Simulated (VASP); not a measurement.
Write the native input for VASP 6.6.1 that does the following.

```yaml
Task: single point
Functional: PBE
Potentials_or_basis: VASP PAW PBE potentials, release 64 (F, K_sv, Y_sv, Cs_sv)
Cutoff: 520 eV
k_mesh: 3 × 2 × 3
Occupations: fermi-dirac, width 0.05 eV
Spin: no spin polarisation
Dipole_correction: no
Further_INCAR_settings: ALGO = Normal; EDIFF = 1e-06; NBANDS = 51
```

The structure of Cs2KYF6 lies in POSCAR:

```
Cs2KYF6
1.0
    5.3708170000      1.0114090000      0.2642170000
   -0.2786380000      6.9182830000     -0.0481110000
   -0.2302210000     -0.4090520000      6.5334460000
F K Y Cs
6 1 1 2
Direct
    0.0142894304     -0.0308703202      0.4938757109
    0.5536016179      0.2706603425      0.2161693509
    0.2187735680      0.4653384208      0.5480292025
    0.9430266825      0.8198073078     -0.0161528742
    0.7468335836      0.4533483529      0.8985297979
    0.4574708226      0.6469290738      0.4207350664
    0.5140561215      0.7579759618      0.0664468054
    0.0761441818      0.7207394209      0.5954846657
    0.5448043636      0.0977277878      0.6731308726
    0.1323530094      0.3350703402      0.1572769797
```

These files were run (other wordings do the same):

INCAR

```
ALGO     = Normal         # electronic algorithm
EDIFF    = 1E-6           # SCF threshold, eV
ENCUT    = 520            # plane-wave cutoff, eV
GGA      = PE             # functional
ISIF     = 2              # what is computed and relaxed
ISMEAR   = -1             # smearing method
LASPH    = T              # aspherical terms in the spheres
LCHARG   = F              # write CHGCAR
LREAL    = F              # projectors in reciprocal space
LWAVE    = F              # write WAVECAR
NBANDS   = 51             # bands
NELM     = 60             # most SCF steps
PREC     = Accurate       # precision mode
SIGMA    = 0.05           # smearing width, eV
```

KPOINTS

```
k-points
0
Gamma
  3 2 3
```

Potentials or basis: VASP PAW PBE potentials, release 64 (F, K_sv, Y_sv, Cs_sv).

Command:

```bash
$ cat potpaw_PBE.64/F/POTCAR potpaw_PBE.64/K_sv/POTCAR potpaw_PBE.64/Y_sv/POTCAR potpaw_PBE.64/Cs_sv/POTCAR > POTCAR
$ mpirun -np 1 vasp_std > vasp.out
```

It gave:

| Quantity | Value |
| --- | --- |
| Pressure | 4.7 GPa |
| Largest force | 5.775 eV/Å |
| Band gap on the k mesh | 1.45 eV, indirect (the least direct gap lies 1.3 meV higher) |

Caveat: the k points lie up to 0.46 Å⁻¹ apart; spin-orbit coupling is left out, which moves the levels of the heavy elements.

It took 3.8 min on 1 thread of Oxide Virtual Turin-like Processor, on a shared host, peak memory 0.38 GiB.
